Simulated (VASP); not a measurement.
A run of VASP 6.6.1:

File INCAR:

```
PREC = Accurate
ENCUT = 500
EDIFF = 1E-8
ISMEAR = 0
SIGMA = 0.01
LREAL = False
LASPH = True
NELM = 120
ALGO = Normal
ISIF = 2
LWAVE = False
LCHARG = False
GGA = PS
IBRION = 8
NSW = 1
GGA_COMPAT = False
```

Contents of KPOINTS:

```
regular mesh
0
Gamma
  4 4 4
```

The input POSCAR:

```
SnTe
1.0
    0.0000000000      3.6111460000      3.6111460000
    3.6111460000      0.0000000000      3.6111460000
    3.6111460000      3.6111460000      0.0000000000
Sn Te
1 1
Direct
    0.0000000000      0.0000000000      0.0000000000
    0.7500000000      0.7500000000      0.7500000000
```

Potentials or basis: VASP PAW PBE potentials, release 64 (Sn_d, Te).

Command:

```console
$ cat potpaw_PBE.64/Sn_d/POTCAR potpaw_PBE.64/Te/POTCAR > POTCAR
$ mpirun -np 1 vasp_std > vasp.out
```

Hardware: 1 thread of Intel(R) Xeon(R) Platinum 8259CL CPU @ 2.50GHz (Skylake/Cascade Lake) (shared host).

Task: How long does it take, and how much memory?

Result: It took 2.5 min on 1 thread of Intel(R) Xeon(R) Platinum 8259CL CPU @ 2.50GHz (Skylake/Cascade Lake) (shared host), peak memory 0.31 GiB. Counts: scf iterations 49, k points 8.
